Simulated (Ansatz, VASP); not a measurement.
Bi2S3: VASP beside Ansatz

```
Bi S
1.0
    10.75800    0.00000    0.00000
     0.00000    3.88330    0.00000
     0.00000    0.00000   10.65000
Bi S
8 12
Direct
  0.99518 0.25000 0.67728
  0.50482 0.75000 0.17728
  0.49518 0.25000 0.82272
  0.00482 0.75000 0.32272
  0.32391 0.25000 0.47188
  0.17609 0.75000 0.97188
  0.82391 0.25000 0.02812
  0.67609 0.75000 0.52812
  0.05109 0.25000 0.12878
  0.44891 0.75000 0.62878
  0.55109 0.25000 0.37122
  0.94891 0.75000 0.87122
  0.37570 0.25000 0.05837
  0.12430 0.75000 0.55837
  0.87570 0.25000 0.44163
  0.62430 0.75000 0.94163
  0.22279 0.25000 0.79847
  0.27721 0.75000 0.29847
  0.72279 0.25000 0.70153
  0.77721 0.75000 0.20153
```

Alike in both runs: functional PBE; k mesh 3 × 7 × 3; occupations fermi-dirac, width 0.02 eV; no spin polarisation.

Ansatz relaxed the structure, and its values are those at the end. VASP's run is a single point on that final structure, the one shown.

|  | VASP | Ansatz |
| --- | --- | --- |
| version | VASP 6.6.1 | Ansatz 0.2.0 |
| potentials or method | VASP PAW PBE potentials, release 64 (Bi_d, S) | plane-wave PAW, scalar-relativistic |
| plane-wave cutoff (eV) | 520 | 420 |
| valence electrons in the cell | 192 | 192 |

```csv
,VASP,Ansatz,Ansatz less VASP
gap on the k mesh at the Fermi level (eV),1.07,1.07,-0.004
pressure (GPa),8.2,8.2,+0.09
rms of the force components (eV/Å),0.013,0.008,-0.0053
```

With one functional, cell and mesh, what is left measures potentials, basis and numerics. Ansatz's warnings: stress scf threshold loose.

Neither program's run includes spin-orbit coupling.
